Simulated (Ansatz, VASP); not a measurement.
## Two plane-wave programs on ZrS

```
Zr S
1.0
     0.00000    2.62182    2.66057
     2.62182    0.00000    2.66057
     2.62182    2.62182    0.00000
Zr S
1 1
Direct
  0.00000 0.00000 0.00000
  0.50000 0.50000 0.50000
```

Change from the starting cell: strain +0.015 along x and y, +0.030 along z, atoms carried along.

Alike in both runs: task single point; functional PBEsol; k mesh 20 × 20 × 20; occupations gaussian, width 0.15 eV; no spin polarisation.

|  | VASP | Ansatz |
| --- | --- | --- |
| version | VASP 6.6.1 | Ansatz 0.2.0 |
| potentials or method | VASP PAW PBE potentials, release 64 (Zr_sv, S), cutoff 520 eV | scalar-relativistic, plane waves, PAW |
| valence electrons in the cell | 18 | 18 |

```csv
,VASP,Ansatz,Ansatz less VASP
gap on the k mesh at the Fermi level (eV),none,none,-
pressure (GPa),-7.5,-7.6,-0.19
"traceless stress, the component that is largest in VASP (GPa)",-2.10,-2.08,+0.018
```

VASP's potentials were made for PBE, not for PBEsol. A gap of «none» marks a metal or a gap that the smearing closes. The functional is the same, so the differences come from potentials, cutoffs and numerics.
